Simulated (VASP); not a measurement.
Here is a VASP 6.6.1 calculation.

INCAR

```
PREC     = Accurate       # precision mode
ENCUT    = 520            # plane-wave cutoff, eV
EDIFF    = 1E-6           # SCF threshold, eV
ISMEAR   = 0              # smearing method
SIGMA    = 0.1            # smearing width, eV
LREAL    = F              # projectors in reciprocal space
LASPH    = T              # aspherical terms in the spheres
NELM     = 100            # most SCF steps
ALGO     = Normal         # electronic algorithm
ISIF     = 2              # what is computed and relaxed
LWAVE    = F              # write WAVECAR
LCHARG   = F              # write CHGCAR
GGA      = PE             # functional
NBANDS   = 24             # bands
```

KPOINTS

```
regular mesh
0
Gamma
  4 4 4
```

The input POSCAR:

```
Hf3H
1.0
    4.2336158156      0.0000000000      0.0000000000
    0.0000000000      4.2336158156      0.0000000000
    0.0000000000      0.0000000000      4.2336158156
Hf H
3 1
Direct
    0.0000000000      0.5000000000      0.5000000000
    0.5000000000      0.0000000000      0.5000000000
    0.5000000000      0.5000000000      0.0000000000
    0.0000000000      0.0000000000      0.0000000000
```

Potentials or basis: VASP PAW PBE potentials, release 64 (Hf_pv, H).

Launch:

```sh
$ cat potpaw_PBE.64/Hf_pv/POTCAR potpaw_PBE.64/H/POTCAR > POTCAR
$ mpirun -np 1 vasp_std > vasp.out
```

**Question.** Estimate the band gap on the k mesh.

**Answer.** Zero (an odd number of electrons rules out a gap without spin polarisation).

**Question.** Estimate the pressure.

**Answer.** -0.2 GPa.

Caveat: the k points lie up to 0.37 Å⁻¹ apart, too coarse for converged energies and pressures of a metal; spin-orbit coupling is left out, which moves the levels of the heavy elements.
